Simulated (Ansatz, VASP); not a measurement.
**SrO in VASP and in Ansatz**

Contents of INCAR:

```
  ALGO = Normal
  EDIFF = 1E-7
  EDIFFG = -0.025
  ENCUT = 600
  GGA = PE
  IBRION = 2
  ISIF = 3
  ISMEAR = 0
  LASPH = T
  LCHARG = F
  LREAL = F
  LWAVE = F
  NELM = 80
  NSW = 80
  PREC = Accurate
  SIGMA = 0.1
```

The input KPOINTS:

```
k-points
0
Gamma
  4 2 2
```

POSCAR

```
SrO
1.0
   -2.9343626123     -0.0700816044     -2.7733315252
   -3.0370678624     -5.6935401676      2.7358735664
   -2.7928047538      5.5894402678      2.7719368755
Sr O
4 4
Direct
   -0.0152218471      0.7570634671      0.2638184226
    0.4927026697      0.2577882656      0.2548481485
    0.4926413679      0.7373966267      0.7478160854
    0.0130963012      0.2596843332      0.7432483019
    0.5109884637      0.8706390022      0.1228843467
    0.0053937753      0.3780922849      0.1249063887
    0.0032601443      0.8656716390      0.6204272924
    0.4971391251      0.3736643814      0.6220510137
```

Input for Ansatz:

```yaml
crystal:
  lattice:
    - [-2.9343626123, -0.0700816044, -2.7733315252]
    - [-3.0370678624, -5.6935401676, 2.7358735664]
    - [-2.7928047538, 5.5894402678, 2.7719368755]
  atoms:
    - { symbol: Sr, position: [-0.0152218471, 0.7570634671, 0.2638184226] }
    - { symbol: Sr, position: [0.4927026697, 0.2577882656, 0.2548481485] }
    - { symbol: Sr, position: [0.4926413679, 0.7373966267, 0.7478160854] }
    - { symbol: Sr, position: [0.0130963012, 0.2596843332, 0.7432483019] }
    - { symbol: O, position: [0.5109884637, 0.8706390022, 0.1228843467] }
    - { symbol: O, position: [0.0053937753, 0.3780922849, 0.1249063887] }
    - { symbol: O, position: [0.0032601443, 0.865671639, 0.6204272924] }
    - { symbol: O, position: [0.4971391251, 0.3736643814, 0.6220510137] }
basis:
  ecutwfc: 420
kpoints:
  mp_grid: { grid: [4, 2, 2] }
hamiltonian:
  xc: pbe
scf:
  occupations: { method: gaussian, width: 0.1 }
  lower_state_search: "off"
output:
  forces: true
  stress: true
  eigenvalues: true
relax:
  adjacent_minimum: "off"
  f_tol: 0.025
  max_steps: 60
  cell: { stress_tol: 0.25 }
```

Change from the starting cell: cell x4, atoms moved at random (sigma 0.05 Å) and cell strained at random (1.5 %), then relaxed without symmetry.

Alike in both runs: task relaxation of cell and atoms; functional PBE; k mesh 4 × 2 × 2; occupations gaussian, width 0.1 eV; no spin polarisation.

|  | VASP | Ansatz |
| --- | --- | --- |
| version | VASP 6.6.1 | Ansatz 0.2.0 |
| potentials or method | VASP PAW PBE potentials, release 64 (Sr_sv, O), cutoff 600 eV | scalar-relativistic, plane waves, PAW |
| valence electrons in the cell | 64 | 64 |

```tsv
	VASP	Ansatz	Ansatz less VASP
gap on the k mesh at the Fermi level, each at its own relaxed structure (eV)	2.47	2.48	+0.001
relaxed volume (Å³/atom)	22.23	22.13	-0.101
relaxed length of the cell vector where the two differ most in proportion (Å)	6.896	6.871	-0.0243
```

The k mesh is coarse, so the values compare programs but aren't converged.
